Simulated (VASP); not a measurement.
# Mg (P-1) in VASP: a series of runs

Runs on Mg. Level: r2SCAN. Tasks: single point.

Program: VASP 6.6.1. These are calculated values, not measurements. Logs are shortened: lines on timing, memory, paths and dates and some standing lists are left out, and cuts for length are marked.

## (1) The cell of the first run

The typed cell holds 1 atom: a = 3.044 Å, b = 3.075 Å, c = 3.104 Å, α = 109.86°, β = 109.08°, γ = 109.75°.

## (2) Single point, r2SCAN

File POSCAR:

```
Mg
1.0
   -1.7681140000      1.7577310000      1.7471990000
    1.7624760000     -1.7896230000      1.7734530000
    1.7873860000      1.8088950000     -1.7790900000
Mg
1
Direct
   -0.0142060000     -0.0107230000     -0.0211460000
```

File INCAR.step1:

```
PREC     = Accurate       # precision mode
ENCUT    = 520            # plane-wave cutoff, eV
ISMEAR   = 0              # smearing method
SIGMA    = 0.1            # smearing width, eV
LREAL    = F              # projectors in reciprocal space
LASPH    = T              # aspherical terms in the spheres
NELM     = 80             # most SCF steps
NBANDS   = 7              # bands
GGA      = PE             # functional
ALGO     = Normal         # electronic algorithm
EDIFF    = 1E-4           # SCF threshold, eV
LWAVE    = T              # write WAVECAR
LCHARG   = F              # write CHGCAR
```

File INCAR.step2:

```
PREC     = Accurate       # precision mode
ENCUT    = 520            # plane-wave cutoff, eV
EDIFF    = 1E-7           # SCF threshold, eV
ISMEAR   = 0              # smearing method
SIGMA    = 0.1            # smearing width, eV
LREAL    = F              # projectors in reciprocal space
LASPH    = T              # aspherical terms in the spheres
NELM     = 80             # most SCF steps
ALGO     = Normal         # electronic algorithm
ISIF     = 2              # what is computed and relaxed
LWAVE    = F              # write WAVECAR
LCHARG   = T              # write CHGCAR
METAGGA  = R2SCAN         # meta-GGA
LMIXTAU  = T            
LELF     = T              # ELF
LVHAR    = T            
NBANDS   = 7              # bands
ISTART   = 1
```

File KPOINTS:

```
regular mesh
0
Gamma
  8 8 8
```

Potentials or basis: VASP PAW PBE potentials, release 64 (Mg).

Run with:

```bash
$ cat potpaw_PBE.64/Mg/POTCAR > POTCAR
$ cp INCAR.step1 INCAR
$ mpirun -np 1 vasp_std > vasp.out
$ cp INCAR.step2 INCAR
$ mpirun -np 1 vasp_std > vasp.out
```

OUTCAR:

```text
PREC = Accurate
   ENCUT = 520
   EDIFF = 1E-7
   ISMEAR = 0
   LREAL = F
   LASPH = T
   NELM = 80
   ISIF = 2
   METAGGA = R2SCAN
   ISTART = 1

 ion  position               nearest neighbor table
   1  0.986  0.989  0.979-

  LATTYP: Found a triclinic cell.
 ALAT       =     7.9107893528
 B/A-ratio  =     0.6326732863
 C/A-ratio  =     0.3868507411
 COS(alpha) =     0.0021340196
 COS(beta)  =     0.2636202743
 COS(gamma) =     0.9474909000

  Lattice vectors:

 A1 = (  -7.0804520000,   3.5280820000,  -0.0206170000)
 A2 = (  -3.5305900000,   3.5473540000,  -0.0262540000)
 A3 = (  -1.7817480000,  -1.7770030000,  -1.7415620000)

Analysis of symmetry for initial positions (statically):
=====================================================================
 Subroutine PRICEL returns:
 Original cell was already a primitive cell.

 Routine SETGRP: Setting up the symmetry group for a
 triclinic supercell.

 Subroutine GETGRP returns: Found  2 space group operations
 (whereof  1 operations were pure point group operations)
 out of a pool of  2 trial point group operations.

The static configuration has the point symmetry C_1 .
 The point group associated with its full space group is S_2 .

Analysis of symmetry for dynamics (positions and initial velocities):
=====================================================================
 Subroutine PRICEL returns:
 Original cell was already a primitive cell.

 Routine SETGRP: Setting up the symmetry group for a
 triclinic supercell.

 Subroutine GETGRP returns: Found  2 space group operations
 (whereof  1 operations were pure point group operations)
 out of a pool of  2 trial point group operations.

The dynamic configuration has the point symmetry C_1 .
 The point group associated with its full space group is S_2 .

 Subroutine INISYM returns: Found  2 space group operations
 (whereof  1 operations are pure point group operations),
 and found     1 'primitive' translations

----------------------------------------------------------------------------------------

                                     Primitive cell

  volume of cell :      22.2850

  direct lattice vectors                    reciprocal lattice vectors
    -1.768114000  1.757731000  1.747199000    -0.001080989  0.282945501  0.286599642
[... 76 lines left out ...]
   ISTART =      1    job   : 0-new  1-cont  2-samecut
   ICHARG =      0    charge: 1-file 2-atom 10-const
   ISPIN  =      1    spin polarized calculation?
   LNONCOLLINEAR =      F non collinear calculations
   LSORBIT =      F    spin-orbit coupling
   LASPH  =      T    aspherical Exc in radial PAW
   ENCUT  =  520.0 eV  38.22 Ry    6.18 a.u.   5.66  5.72  5.77*2*pi/ulx,y,z
   NELM   =     80;   NELMIN=  2; NELMDL=  0     # of ELM steps
   EDIFF  = 0.1E-06   stopping-criterion for ELM
   LREAL  =      F    real-space projection
   EDIFFG = 0.1E-05   stopping-criterion for IOM
   NSW    =      0    number of steps for IOM
   IBRION =     -1    ionic relax: 0-MD 1-quasi-New 2-CG
   NFREE  =      0    steps in history (QN), initial steepest desc. (CG)
   ISIF   =      2    stress and relaxation
   ISYM   =      2    0-nonsym 1-usesym 2-fastsym
   POTIM  = 0.5000    time-step for ionic-motion
   TEBEG  =    0.0;   TEEND  =   0.0 temperature during run
   PSTRESS=    0.0 pullay stress
   NELECT =       2.0000    total number of electrons
   NUPDOWN=      -1.0000    fix difference up-down
   EMIN   =  10.00;   EMAX   =-10.00  energy-range for DOS
   EFERMI =   0.00;   METHOD = LEGACY
   ISMEAR =     0;   SIGMA  =   0.10  broadening in eV -4-tet -1-fermi 0-gaus
   EFERMI_NEDOS =   21; number of points for ismear=-14 and -15
   IALGO  =     38    algorithm
   IMIX   =      4    mixing-type and parameters
     AMIX     =   0.40;   BMIX     =  1.00
     AMIX_MAG =   1.60;   BMIX_MAG =  1.00
  volume/ion in A,a.u.               =      22.29       150.39
  Fermi-wavevector in a.u.,A,eV,Ry     =   0.732960  1.385094  7.309468  0.537231
  Thomas-Fermi vector in A             =   1.825552
   LORBIT       =      0    0 simple, 1 ext, 2 COOP (PROOUT), +10 PAW based schemes
   METAGGA = R2SCAN    functional components
   LHFCALC =     F    Hartree Fock is set to
   AEXX    =    0.0000 exact exchange contribution
   IVDW    =     0    specifies the selected vdW correction
   LEPSILON=     F    determine dielectric tensor
   LRPA    =     F    only Hartree local field effects (RPA)
 non-spin polarized calculation
 Gauss-broadening in eV      SIGMA  =   0.10
  energy-cutoff  :      520.00
  volume of cell :       22.29
 maximum number of plane-waves:       614
   NGX = 11   NGY = 11   NGZ = 11

 number of electron       2.0000000 magnetization

 Free energy of the ion-electron system (eV)
  ---------------------------------------------------
  ext. energy  EPLUGINS =         0.00000000
  ---------------------------------------------------
  free energy    TOTEN  =        -4.11727796 eV

  energy without entropy =       -4.11570898  energy(sigma->0) =       -4.11649347

 E-fermi :   2.7160     XC(G=0):  -9.1334

 val. band max:        2.7079877766   @ k =   0.3750   0.1250   0.3750
 cond. band min:       2.7263897668   @ k =   0.3750   0.3750   0.1250
 fundamental gap:      0.0184019903
 Fermi energy:         2.7160419170

 k-point     1 :       0.0000    0.0000    0.0000
  band No.  band energies     occupation
      1      -4.7093      2.00000
      2      16.7279      0.00000
      3      16.8842      0.00000
      4      17.1124      0.00000
      5      19.0185      0.00000
      6      19.2925      0.00000
      7      19.2942      0.00000
[... 221 lines left out ...]
 k-point    24 :       0.2500    0.3750    0.0000
  band No.  band energies     occupation
      1       2.2527      2.00000
      2       3.0762      0.00000
      3       6.0338      0.00000
      4      11.5164      0.00000
      5      17.0473      0.00000
      6      19.8942      0.00000
      7      20.9121      0.00000

 [... further k-points ...]
[... 5 lines left out ...]
  --------------------------------------------------------------------------------------
  -------------------------------------------------------------------------------------
  Total        0.0115468     -0.0072924     -0.0156104     -0.0718396      0.1084431      0.0161540
  in kB        0.8301538     -0.5242828     -1.1223072     -5.1648949      7.7964913      1.1613851
  external PRESSURE =      -0.2721454 kB  Pullay stress =       0.0000000 kB

 VOLUME and BASIS-vectors are now :
 -----------------------------------------------------------------------------
  energy-cutoff  :      520.00
  volume of cell :       22.29
      direct lattice vectors                 reciprocal lattice vectors
    -1.768114000  1.757731000  1.747199000    -0.001080989  0.282945501  0.286599642
     1.762476000 -1.789623000  1.773453000     0.282147328  0.001019290  0.284499364
     1.787386000  1.808895000 -1.779090000     0.280191740  0.278889635  0.002975037

 POSITION                                       TOTAL-FORCE (eV/Angst)
 -----------------------------------------------------------------------------------
      1.75017      1.73297      1.73535         0.000000     -0.000000     -0.000000
 -----------------------------------------------------------------------------------
    total drift:                                0.000004     -0.000041      0.000075

  FREE ENERGIE OF THE ION-ELECTRON SYSTEM (eV)
  ---------------------------------------------------
  free  energy   TOTEN  =        -4.1172779574 eV

  energy  without entropy=       -4.1157089839  energy(sigma->0) =       -4.11649347
```

OUTCAR.step1:

```text
PREC = Accurate
   ENCUT = 520
   ISMEAR = 0
   LREAL = F
   LASPH = T
[... 462 lines left out ...]

 POSITION                                       TOTAL-FORCE (eV/Angst)
 -----------------------------------------------------------------------------------
      1.75017      1.73297      1.73535        -0.000000      0.000000      0.000000
 -----------------------------------------------------------------------------------
    total drift:                               -0.000000      0.000000      0.000000

  FREE ENERGIE OF THE ION-ELECTRON SYSTEM (eV)
  ---------------------------------------------------
  free  energy   TOTEN  =        -1.4692005141 eV

  energy  without entropy=       -1.4666891456  energy(sigma->0) =       -1.46794483
```

Run time: 72 s. Hardware: 1 thread of Intel Xeon Platinum 8259CL at 2.50GHz (Skylake/Cascade Lake), shared host; peak memory 0.17 GiB.

What came out:

```yaml
Free_energy: -4.1173 eV
Pressure: 0.0 GPa
Band_gap_on_the_k_mesh: zero (band 1 reaches 6.88 eV, above the bottom of band 2 at 1.83 eV)
```

Stress tensor (GPa, compression positive):
```
 0.08 -0.52  0.12
-0.52 -0.05  0.78
 0.12  0.78 -0.11
```

Caveat: the PAW data sets were made with another functional, which shifts forces and pressure a little.

## (3) Single point, r2SCAN

POSCAR is that of step 2.

File INCAR.step1:

```
SYSTEM = Mg
PREC = Accurate ; ENCUT = 520
ISMEAR = 0 ; SIGMA = 0.1
LREAL = .False. ; LASPH = .True.
NELM = 80 ; NBANDS = 7
GGA = PE ; ALGO = Normal
EDIFF = 1E-4 ; LWAVE = .True.
LCHARG = .False.
```

File INCAR.step2:

```
SYSTEM = Mg
PREC = Accurate ; ENCUT = 520
EDIFF = 1E-6 ; ISMEAR = 0
SIGMA = 0.1 ; LREAL = .False.
LASPH = .True. ; NELM = 80
ALGO = Normal ; ISIF = 2
LWAVE = .False. ; LCHARG = .True.
METAGGA = R2SCAN ; LMIXTAU = .True.
LELF = .True. ; LVHAR = .True.
NBANDS = 7 ; ISTART = 1
```

File KPOINTS:

```
Automatic mesh
0
Gamma
  8 8 8
  0 0 0
```

Potentials or basis: VASP PAW PBE potentials, release 64 (Mg).

Run with:

```bash
$ cat potpaw_PBE.64/Mg/POTCAR > POTCAR
$ cp INCAR.step1 INCAR
$ mpirun -np 1 vasp_std > vasp.out
$ cp INCAR.step2 INCAR
$ mpirun -np 1 vasp_std > vasp.out
```

Wall time 84 s (1 thread of Intel Xeon Platinum 8259CL at 2.50GHz (Skylake/Cascade Lake), shared host); peak memory 0.17 GiB.

The run converged. Its results:

- Free energy: -4.1173 eV
- Pressure: 0.0 GPa
- Band gap on the k mesh: zero (band 1 reaches 6.88 eV, above the bottom of band 2 at 1.83 eV)

Stress tensor (GPa, compression positive):
```
 0.08 -0.52  0.12
-0.52 -0.05  0.78
 0.12  0.78 -0.11
```

Levels at points of the mesh, in eV from the Fermi level:
```
           k point  band 1  band 2  band 3  band 4
(0.00, 0.00, 0.00)   -7.43   14.01   14.17   14.40
(0.50, 0.00, 0.00)   -1.52   -0.61    9.29   10.22
(0.00, 0.50, 0.00)   -1.57   -0.69    9.23   10.15
(0.50, 0.50, 0.00)   -1.60   -0.72    9.46   10.39
(0.00, 0.00, 0.50)   -1.70   -0.88    9.54   10.60
(0.50, 0.00, 0.50)   -1.60   -0.73    9.27   10.34
(0.00, 0.50, 0.50)   -1.70   -0.88    9.41   10.54
(0.50, 0.50, 0.50)    4.16    4.21    4.30    4.33
```

Caveat: the PAW data sets were made with another functional, which shifts forces and pressure a little.
